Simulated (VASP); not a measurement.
Crystal: ZnTe3O.

```
Zn Te O
1.0
     4.84852    0.00000    0.00000
     0.00000    4.84852    0.00000
     0.00000    0.00000    6.16533
Zn Te O
1 3 1
Direct
  0.50000 0.50000 0.45376
  0.50000 0.50000 0.03686
  0.50000 0.00000 0.67909
  0.00000 0.50000 0.67909
  0.00000 0.00000 0.67920
```

The cell was generated, and may not be a known phase.

```yaml
Program: VASP 6.6.1
Task: relaxation of cell and atoms
Functional: PBE
Potentials_or_basis: VASP PAW PBE potentials, release 64 (Zn, Te, O)
Cutoff: 600 eV
k_mesh: 8 × 8 × 6
Occupations: gaussian, width 0.1 eV
Spin: no spin polarisation
```

At the start: pressure -0.3 GPa; volume 28.99 Å³/atom.

How do energy, volume and symmetry change on relaxing?

Over 14 steps the energy falls by 8.0 meV/atom and the volume is 29.04 Å³/atom (+0.2 %); space group P4mm (No. 99, to 0.1 Å) before and after.

Step by step:
```tsv
step	energy change (eV)	largest force (eV/Å)	pressure (GPa)	volume (Å³)
1	0.0000	0.2327	-0.26	144.94
2	-0.0182	0.2498	0.17	143.94
3	-0.0260	0.2670	0.70	142.79
4	-0.0372	0.1659	0.18	144.43
5	-0.0391	0.1091	-0.09	145.39
6	-0.0391	0.1053	-0.11	145.46
7	-0.0398	0.0411	-0.02	145.18
8	-0.0399	0.0389	0.02	145.05
9	-0.0400	0.0252	0.02	145.07
10	-0.0401	0.0127	0.02	145.11
11	-0.0401	0.0131	0.02	145.12
12	-0.0401	0.0115	-0.02	145.21
13	-0.0401	0.0108	-0.02	145.22
14	-0.0401	0.0091	-0.02	145.21
```

Final structure:
```cif
data_structure
_symmetry_space_group_name_H-M 'P 1'
_symmetry_Int_Tables_number 1
_cell_length_a 4.7679
_cell_length_b 4.7679
_cell_length_c 6.3877
_cell_angle_alpha 90.000
_cell_angle_beta 90.000
_cell_angle_gamma 90.000
_cell_volume 145.21
loop_
_atom_site_label
_atom_site_type_symbol
_atom_site_fract_x
_atom_site_fract_y
_atom_site_fract_z
_atom_site_occupancy
Zn1 Zn 0.50000 0.50000 0.44539 1
Te1 Te 0.50000 0.50000 0.04518 1
Te2 Te 0.50000 0.00000 0.67794 1
Te3 Te 0.00000 0.50000 0.67794 1
O1 O 0.00000 0.00000 0.68153 1
```
